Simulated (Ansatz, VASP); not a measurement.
Cu: VASP beside Ansatz

The input INCAR:

```
PREC = Accurate
ENCUT = 520
EDIFF = 1E-7
ISMEAR = 0
SIGMA = 0.15
LREAL = F
LASPH = T
NELM = 100
ALGO = Normal
ISIF = 2
LWAVE = F
LCHARG = F
GGA = PE
NBANDS = 18
```

The input KPOINTS:

```
regular mesh
0
Gamma
  21 21 12
```

File POSCAR:

```
Cu
1.0
    2.4114984282      0.0000000000      0.0000000000
   -1.2057492141      2.0884189000      0.0000000000
    0.0000000000      0.0000000000      4.1825028738
Cu
2
Direct
    0.3333333333      0.6666666667      0.2500000000
    0.6666666667      0.3333333333      0.7500000000
```

Input for Ansatz:

```yaml
crystal:
  lattice:
    - [2.4114984282, 0.0, 0.0]
    - [-1.2057492141, 2.0884189, 0.0]
    - [0.0, 0.0, 4.1825028738]
  atoms:
    - { symbol: Cu, position: [0.3333333333, 0.6666666667, 0.25] }
    - { symbol: Cu, position: [0.6666666667, 0.3333333333, 0.75] }
basis:
  ecutwfc: 520.0
kpoints:
  mp_grid: { grid: [21, 21, 12] }
hamiltonian:
  xc: pbe
scf:
  occupations: { method: gaussian, width: 0.15 }
output:
  forces: true
  stress: true
  eigenvalues: true
```

Alike in both runs: task single point; functional PBE; k mesh 21 × 21 × 12; occupations gaussian, width 0.15 eV; no spin polarisation.

|  | VASP | Ansatz |
| --- | --- | --- |
| version | VASP 6.6.1 | Ansatz 0.2.0 |
| potentials or method | VASP PAW PBE potentials, release 64 (Cu), cutoff 520 eV | scalar-relativistic, plane waves, PAW |
| valence electrons in the cell | 22 | 38 |

|  | VASP | Ansatz | Ansatz less VASP |
| --- | --- | --- | --- |
| gap on the k mesh at the Fermi level (eV) | none | none | - |
| pressure (GPa) | 26.0 | 25.4 | -0.62 |
| traceless stress, the component that is largest in VASP (GPa) | -10.23 | -10.26 | -0.034 |

A gap of «none» marks a metal or a gap that the smearing closes. VASP's potentials hold 22 valence electrons a cell and Ansatz's 38, so a difference there can come from the potentials and not from the codes.
